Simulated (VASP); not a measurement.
# Ge (Cmmm) in VASP: settings compared

The runs below take Ge through relaxation of cell and atoms, single point, with RPBE+D3(BJ), RPBE+D4, revPBE+D3(BJ), r2SCAN0.

Everything below comes from runs of VASP 6.6.1. Logs are shortened: lines on timing, memory, paths and dates and some standing lists are left out, and cuts for length are marked.

## (1) The cell of the first run

Symmetry: Cmmm, No. 65, orthorhombic system. Conventional cell: a = 2.794 Å, b = 5.201 Å, c = 2.698 Å, α = 90.00°, β = 90.00°, γ = 90.00°. Within 3.6 Å of Ge (site symmetry mmm) lie 8 Ge at 2.70 to 2.95 Å.

## (2) Relaxation of cell and atoms, RPBE+D3(BJ)

File INCAR:

```
SYSTEM = Ge
ALGO = Normal
EDIFF = 1E-6
EDIFFG = -0.01
ENCUT = 600
GGA = RP
IBRION = 2
ISIF = 3
ISMEAR = -1
IVDW = 12
LASPH = .True.
LCHARG = .False.
LREAL = .False.
LWAVE = .False.
NELM = 80
NSW = 60
PREC = Accurate
SIGMA = 0.05
```

File KPOINTS:

```
k-points
0
Gamma
  11 11 10
  0 0 0
```

File POSCAR:

```
Ge
1.0
    1.3971490000     -2.6005160000      0.0000000000
    1.3971490000      2.6005160000      0.0000000000
    0.0000000000      0.0000000000      2.6982310000
Ge
1
Direct
    0.5000000000      0.5000000000      0.0000000000
```

Potentials or basis: VASP PAW PBE potentials, release 64 (Ge_d).

Run with:

```console
$ cat potpaw_PBE.64/Ge_d/POTCAR > POTCAR
$ mpirun -np 1 vasp_std > vasp.out
```

OUTCAR:

```text
SYSTEM = Ge
   EDIFF = 1E-6
   EDIFFG = -0.01
   ENCUT = 600
   GGA = RP
   IBRION = 2
   ISIF = 3
   ISMEAR = -1
   IVDW = 12
   LASPH = .True.
   LREAL = .False.
   NELM = 80
   NSW = 60
   PREC = Accurate
 IVDW          = 12

 ion  position               nearest neighbor table
   1  0.500  0.500  0.000-

  LATTYP: Found a base centered orthorhombic cell.
 ALAT       =     2.7942980000
 B/A-ratio  =     1.8613018368
 C/A-ratio  =     0.9656203454

  Lattice vectors:

 A1 = (   1.3971490000,  -2.6005160000,   0.0000000000)
 A2 = (   1.3971490000,   2.6005160000,   0.0000000000)
 A3 = (   0.0000000000,   0.0000000000,   2.6982310000)

Analysis of symmetry for initial positions (statically):
=====================================================================
 Subroutine PRICEL returns:
 Original cell was already a primitive cell.

 Routine SETGRP: Setting up the symmetry group for a
 base centered orthorhombic supercell.

 Subroutine GETGRP returns: Found  8 space group operations
 (whereof  8 operations were pure point group operations)
 out of a pool of  8 trial point group operations.

The static configuration has the point symmetry D_2h.

Analysis of symmetry for dynamics (positions and initial velocities):
=====================================================================
 Subroutine PRICEL returns:
 Original cell was already a primitive cell.

 Routine SETGRP: Setting up the symmetry group for a
 base centered orthorhombic supercell.

 Subroutine GETGRP returns: Found  8 space group operations
 (whereof  8 operations were pure point group operations)
 out of a pool of  8 trial point group operations.

The dynamic configuration has the point symmetry D_2h.

 Subroutine INISYM returns: Found  8 space group operations
 (whereof  8 operations are pure point group operations),
 and found     1 'primitive' translations

----------------------------------------------------------------------------------------

                                     Primitive cell

  volume of cell :      19.6070

  direct lattice vectors                    reciprocal lattice vectors
     1.397149000 -2.600516000  0.000000000     0.357871637 -0.192269534  0.000000000
     1.397149000  2.600516000  0.000000000     0.357871637  0.192269534  0.000000000
     0.000000000  0.000000000  2.698231000     0.000000000  0.000000000  0.370613191

  length of vectors
     2.952068562  2.952068562  2.698231000     0.406250763  0.406250763  0.370613191

  position of ions in fractional coordinates (direct lattice)
     0.500000000  0.500000000  0.000000000

  ion indices of the primitive-cell ions
   primitive index   ion index
                 1           1

----------------------------------------------------------------------------------------

 KPOINTS: k-points

Automatic generation of k-mesh.
 Grid dimensions read from file:
 generate k-points for:   11   11   10

 Generating k-lattice:

  Cartesian coordinates                     Fractional coordinates (reciprocal lattice)
     0.032533785 -0.017479049  0.000000000     0.090909091  0.000000000  0.000000000
     0.032533785  0.017479049  0.000000000     0.000000000  0.090909091  0.000000000
     0.000000000  0.000000000  0.037061319     0.000000000  0.000000000  0.100000000

  Length of vectors
     0.036931888  0.036931888  0.037061319

  Shift w.r.t. Gamma in fractional coordinates (k-lattice)
     0.000000000  0.000000000  0.000000000

 Subroutine IBZKPT returns following result:
 ===========================================

 Found    216 irreducible k-points:

 Following reciprocal coordinates:
            Coordinates               Weight
  0.000000  0.000000  0.000000      1.000000
  0.090909  0.000000  0.000000      4.000000
  0.181818 -0.000000  0.000000      4.000000
  0.272727 -0.000000  0.000000      4.000000
  0.363636 -0.000000  0.000000      4.000000
  0.454545 -0.000000  0.000000      4.000000
[... 16 lines left out ...]
 -0.272727  0.181818  0.000000      4.000000
 -0.181818  0.181818  0.000000      2.000000
 [... further k-points ...]
   k-points           NKPTS =    216   k-points in BZ     NKDIM =    216   number of bands    NBANDS=     11
   number of dos      NEDOS =    301   number of ions     NIONS =      1
   total plane-waves  NPLWV =  13824
   dimension x,y,z NGX =    24 NGY =   24 NGZ =   24
   dimension x,y,z NGXF=    48 NGYF=   48 NGZF=   48
   ions per type =               1
   NGX,Y,Z   is equivalent  to a cutoff of  13.52, 13.52, 14.79 a.u.
   NGXF,Y,Z  is equivalent  to a cutoff of  27.03, 27.03, 29.57 a.u.
 SYSTEM =  Ge
   PREC   = accura    normal or accurate (medium, high low for compatibility)
   ISTART =      0    job   : 0-new  1-cont  2-samecut
   ICHARG =      2    charge: 1-file 2-atom 10-const
   ISPIN  =      1    spin polarized calculation?
   LNONCOLLINEAR =      F non collinear calculations
   LSORBIT =      F    spin-orbit coupling
   LASPH  =      T    aspherical Exc in radial PAW
   ENCUT  =  600.0 eV  44.10 Ry    6.64 a.u.   5.90  5.90  5.39*2*pi/ulx,y,z
   NELM   =     80;   NELMIN=  2; NELMDL= -5     # of ELM steps
   EDIFF  = 0.1E-05   stopping-criterion for ELM
   LREAL  =      F    real-space projection
   EDIFFG = -.1E-01   stopping-criterion for IOM
   NSW    =     60    number of steps for IOM
   IBRION =      2    ionic relax: 0-MD 1-quasi-New 2-CG
   NFREE  =      1    steps in history (QN), initial steepest desc. (CG)
   ISIF   =      3    stress and relaxation
   ISYM   =      2    0-nonsym 1-usesym 2-fastsym
   POTIM  = 0.5000    time-step for ionic-motion
   TEBEG  =    0.0;   TEEND  =   0.0 temperature during run
   PSTRESS=    0.0 pullay stress
   NELECT =      14.0000    total number of electrons
   NUPDOWN=      -1.0000    fix difference up-down
   EMIN   =  10.00;   EMAX   =-10.00  energy-range for DOS
   EFERMI =   0.00;   METHOD = LEGACY
   ISMEAR =    -1;   SIGMA  =   0.05  broadening in eV -4-tet -1-fermi 0-gaus
   EFERMI_NEDOS =   21; number of points for ismear=-14 and -15
   IALGO  =     38    algorithm
   IMIX   =      4    mixing-type and parameters
     AMIX     =   0.40;   BMIX     =  1.00
     AMIX_MAG =   1.60;   BMIX_MAG =  1.00
  volume/ion in A,a.u.               =      19.61       132.31
  Fermi-wavevector in a.u.,A,eV,Ry     =   1.463234  2.765111 29.130796  2.141053
  Thomas-Fermi vector in A             =   2.579353
   LORBIT       =      0    0 simple, 1 ext, 2 COOP (PROOUT), +10 PAW based schemes
   GGA     = RP    functional components
   LHFCALC =     F    Hartree Fock is set to
   AEXX    =    0.0000 exact exchange contribution
   IVDW    =    12    specifies the selected vdW correction
   LEPSILON=     F    determine dielectric tensor
   LRPA    =     F    only Hartree local field effects (RPA)
 conjugate gradient relaxation of ions
 non-spin polarized calculation
  energy-cutoff  :      600.00
  volume of cell :       19.61
 maximum number of plane-waves:       671
   NGX = 11   NGY = 11   NGZ = 11

--------------------------------------- Ionic step        1  -------------------------------------------

 number of electron      14.0000008 magnetization

 Free energy of the ion-electron system (eV)
  ---------------------------------------------------
  ext. energy  EPLUGINS =         0.00000000
  ---------------------------------------------------
  free energy    TOTEN  =        -3.90165263 eV

  energy without entropy =       -3.89775450  energy(sigma->0) =       -3.89970357

------------------------ aborting loop because EDIFF is reached ----------------------------------------

 Edisp (eV)   -1.61574

 E8    (eV) :    -1.0485
[... 30 lines left out ...]
--------------------------------------- Ionic step        2  -------------------------------------------

 number of electron      14.0000003 magnetization

 E-fermi :  10.1584     XC(G=0): -12.5220

 val. band max:       10.1236265629   @ k =   0.3636   0.0909   0.4000
 cond. band min:      10.1710522453   @ k =   0.1818   0.1818   0.0000
 fundamental gap:      0.0474256823
 Fermi energy:        10.1584411590

 k-point     1 :       0.0000    0.0000    0.0000
  band No.  band energies     occupation
      1     -15.2342      2.00000
      2     -15.0566      2.00000
      3     -14.9859      2.00000
      4     -14.7396      2.00000
      5     -14.7207      2.00000
      6      -5.7151      2.00000
      7      18.0127      0.00000
      8      20.3735      0.00000
      9      21.2439      0.00000
     10      21.5932      0.00000
     11      25.2731      0.00000
[... 309 lines left out ...]
 k-point    24 :      -0.1818    0.1818    0.0000
  band No.  band energies     occupation
      1     -15.2052      2.00000
      2     -15.0624      2.00000
      3     -14.9183      2.00000
      4     -14.7724      2.00000
      5     -14.7274      2.00000
      6      -4.7680      2.00000
      7      13.5062      0.00000
      8      18.9843      0.00000
      9      19.0875      0.00000
     10      21.6150      0.00000
     11      24.0573      0.00000

 [... further k-points ...]

------------------------ aborting loop because EDIFF is reached ----------------------------------------

 Edisp (eV)   -2.32608

 E8    (eV) :    -1.5194
[... 63 lines left out ...]
  FREE ENERGIE OF THE ION-ELECTRON SYSTEM (eV)
  ---------------------------------------------------
  free  energy   TOTEN  =        -5.7665512014 eV

  energy  without entropy=       -5.7635856965  energy(sigma->0) =       -5.76506845

[... ionic steps 4 to 11 ...]

--------------------------------------- Ionic step       12  -------------------------------------------

 number of electron      13.9999996 magnetization

------------------------ aborting loop because EDIFF is reached ----------------------------------------
[... 73 lines left out ...]
--------------------------------------- Ionic step       14  -------------------------------------------

 number of electron      13.9999995 magnetization

 Free energy of the ion-electron system (eV)
  ---------------------------------------------------
  ext. energy  EPLUGINS =         0.00000000
  ---------------------------------------------------
  free energy    TOTEN  =        -3.64540745 eV

  energy without entropy =       -3.64266237  energy(sigma->0) =       -3.64403491

 E-fermi :   9.0198     XC(G=0): -12.0851

 val. band max:        8.9723922308   @ k =  -0.2727   0.2727   0.0000
 cond. band min:       9.0287485054   @ k =   0.4545   0.0909   0.4000
 fundamental gap:      0.0563562746
 Fermi energy:         9.0198231488

 k-point     1 :       0.0000    0.0000    0.0000
  band No.  band energies     occupation
      1     -16.1379      2.00000
      2     -15.9819      2.00000
      3     -15.9644      2.00000
      4     -15.7381      2.00000
      5     -15.7336      2.00000
      6      -5.9454      2.00000
      7      16.4788      0.00000
      8      19.0017      0.00000
      9      19.3134      0.00000
     10      19.7822      0.00000
     11      24.2196      0.00000
[... 309 lines left out ...]
 k-point    24 :      -0.1818    0.1818    0.0000
  band No.  band energies     occupation
      1     -16.1101      2.00000
      2     -15.9909      2.00000
      3     -15.9032      2.00000
      4     -15.7657      2.00000
      5     -15.7398      2.00000
      6      -5.0265      2.00000
      7      12.6831      0.00000
      8      16.9313      0.00000
      9      17.4084      0.00000
     10      19.9628      0.00000
     11      22.1322      0.00000

 [... further k-points ...]

------------------------ aborting loop because EDIFF is reached ----------------------------------------

 Edisp (eV)   -2.12417

 E8    (eV) :    -1.3867
[... 24 lines left out ...]
  FREE ENERGIE OF THE ION-ELECTRON SYSTEM (eV)
  ---------------------------------------------------
  free  energy   TOTEN  =        -5.7695753546 eV

  energy  without entropy=       -5.7668302766  energy(sigma->0) =       -5.76820282

 reached required accuracy - stopping structural energy minimisation
```

It took 5.2 min on 1 thread of Intel Xeon 8259CL, shared host; peak memory 0.21 GiB.

Results:

- Free energy: -5.7696 eV
- Relaxed volume: 15.70 Å³/atom
- Relaxed cell: a = 2.686 Å, b = 2.686 Å, c = 2.529 Å, α = 90.00°, β = 90.00°, γ = 120.65°
- Space group after relaxing (to 0.05 Å): P6/mmm (No. 191)
- Energy gained by relaxing: 252.2 meV/atom
- Ionic steps: 14
- Pressure after relaxing: 0.0 GPa
- Band gap on the k mesh: zero (band 7 reaches 16.72 eV, above the bottom of band 8 at 5.88 eV)
- Dispersion energy per atom: -2.124 eV

The path:
```
step  energy change (eV)  largest force (eV/Å)  pressure (GPa)  volume (Å³)
   1              0.0000                0.0000          -16.22        19.61
   2             -0.2104                0.0000           11.34        14.49
   3             -0.2492                0.0000            0.46        15.68
   4             -0.2489                0.0000           -0.49        15.75
   5             -0.2507                0.0000           -0.41        15.74
   6             -0.2509                0.0000           -0.43        15.74
   7             -0.2519                0.0000            0.49        15.65
   8             -0.2519                0.0000            0.43        15.65
   9             -0.2521                0.0000           -0.15        15.72
  10             -0.2521                0.0000           -0.16        15.72
  11             -0.2522                0.0000           -0.19        15.72
  12             -0.2522                0.0000           -0.20        15.72
  13             -0.2522                0.0000            0.29        15.68
  14             -0.2522                0.0000           -0.04        15.70
```

Final structure:
```cif
data_structure
_symmetry_space_group_name_H-M 'P 1'
_symmetry_Int_Tables_number 1
_cell_length_a 2.6861
_cell_length_b 2.6861
_cell_length_c 2.5287
_cell_angle_alpha 90.000
_cell_angle_beta 90.000
_cell_angle_gamma 120.651
_cell_volume 15.70
loop_
_atom_site_label
_atom_site_type_symbol
_atom_site_fract_x
_atom_site_fract_y
_atom_site_fract_z
_atom_site_occupancy
Ge1 Ge 0.50000 0.50000 0.00000 1
```

Caveat: the volume moved by over 15 % at a fixed basis, so the end points are rough; the PAW data sets were made with another functional, which shifts forces and pressure a little; pairwise dispersion overbinds metals, which lowers pressure and volume.

(Part 1 of 2 ends here.)
